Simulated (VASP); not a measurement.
Mg2Si3N, 6 atoms in the cell. It takes space group P-6m2 (No. 187, hexagonal). Conventional cell: a = 3.815 Å, b = 3.815 Å, c = 7.818 Å, α = 90.00°, β = 90.00°, γ = 120.00°. Mg (site symmetry 3m) has 9 Si at 2.83 to 3.06 Å and 3 N at 2.83 Å and 1 Mg at 3.56 Å within 3.7 Å. Si (site symmetry -6m2) has 3 Si at 2.20 Å within 2.9 Å. Si (site symmetry -6m2) has 3 N at 2.20 Å and 6 Mg at 2.83 Å within 2.9 Å. Si (site symmetry -6m2) has 3 Si at 2.20 Å within 2.9 Å. N (site symmetry -6m2) has 3 Si at 2.20 Å and 6 Mg at 2.83 Å within 2.9 Å. 

| Property | Result |
| --- | --- |
| Program | VASP 6.6.1 |
| Task | relaxation of cell and atoms |
| Functional | PBE |
| Potentials or basis | VASP PAW PBE potentials, release 64 (Mg, Si, N) |
| Cutoff | 600 eV |
| k mesh | 12 × 12 × 6 |
| Occupations | gaussian, width 0.1 eV |
| Spin | no spin polarisation |
| Dipole correction | no |
| Further INCAR settings | ALGO = Normal; EDIFF = 1e-06; IBRION = 2; EDIFFG = -0.01; NSW = 100; ISIF = 3 |

Potentials or basis: VASP PAW PBE potentials, release 64 (Mg, Si, N).

Run with:

```sh
$ cat potpaw_PBE.64/Mg/POTCAR potpaw_PBE.64/Si/POTCAR potpaw_PBE.64/N/POTCAR > POTCAR
$ mpirun -np 1 vasp_std > vasp.out
```

Hardware: 1 thread of Intel(R) Xeon(R) Platinum 8488C (Sapphire Rapids) (shared host).

Q: How long does it take, and how much memory?

A: Run time: 7.7 min on 1 thread of Intel(R) Xeon(R) Platinum 8488C (Sapphire Rapids) (shared host), peak memory 0.34 GiB. Counts: scf iterations 56, k points 76, ion steps 9.
